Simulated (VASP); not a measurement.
The system is AsSe3.

```xyz
8
Lattice="7.6832 0.0000 0.0000 -3.8416 6.6538 0.0000 0.0000 0.0000 3.6102" Properties=species:S:1:pos:R:3 pbc="T T T"
As    0.0000    4.4359    2.7077
As    3.8416    2.2179    0.9026
Se    0.0000    2.4102    0.9026
Se    1.7543    5.4487    0.9026
Se   -1.7543    5.4487    0.9026
Se    3.8416    4.2436    2.7077
Se    2.0873    1.2051    2.7077
Se    5.5959    1.2051    2.7077
```

The cell was generated, and may not be a known phase.

| Item | Value |
| --- | --- |
| Program | VASP 6.6.1 |
| Task | relaxation of cell and atoms |
| Functional | PBE |
| Potentials or basis | VASP PAW PBE potentials, release 64 (As, Se) |
| Cutoff | 600 eV |
| k mesh | 3 × 3 × 6 |
| Occupations | gaussian, width 0.1 eV |
| Spin | no spin polarisation |

At the start: pressure 0.2 GPa; volume 23.07 Å³/atom.

Problem. How do energy, volume and symmetry change on relaxing?

Solution. Over 7 steps the energy falls by 5.5 meV/atom and the volume is 22.65 Å³/atom (-1.8 %); space group P6_3/mmc (No. 194, to 0.1 Å) before and after.

Step by step:
| step | energy change (eV) | largest force (eV/Å) | pressure (GPa) | volume (Å³) |
| --- | --- | --- | --- | --- |
| 1 | 0.0000 | 0.0465 | 0.20 | 184.56 |
| 2 | -0.0163 | 0.0257 | -0.25 | 185.32 |
| 3 | -0.0237 | 0.0181 | -0.99 | 186.61 |
| 4 | -0.0336 | 0.0028 | -0.61 | 184.98 |
| 5 | -0.0423 | 0.0205 | 0.10 | 181.98 |
| 6 | -0.0426 | 0.0260 | 0.27 | 181.22 |
| 7 | -0.0438 | 0.0165 | 0.10 | 181.24 |

Final structure:
```xyz
8
Lattice="7.4408 0.0000 0.0000 -3.7204 6.4440 0.0000 0.0000 0.0000 3.7798" Properties=species:S:1:pos:R:3 pbc="T T T"
As    0.0000    4.2960    2.8349
As    3.7204    2.1480    0.9450
Se    0.0000    2.3231    0.9450
Se    1.7085    5.2824    0.9450
Se   -1.7085    5.2824    0.9450
Se    3.7204    4.1208    2.8349
Se    2.0119    1.1616    2.8349
Se    5.4290    1.1616    2.8349
```
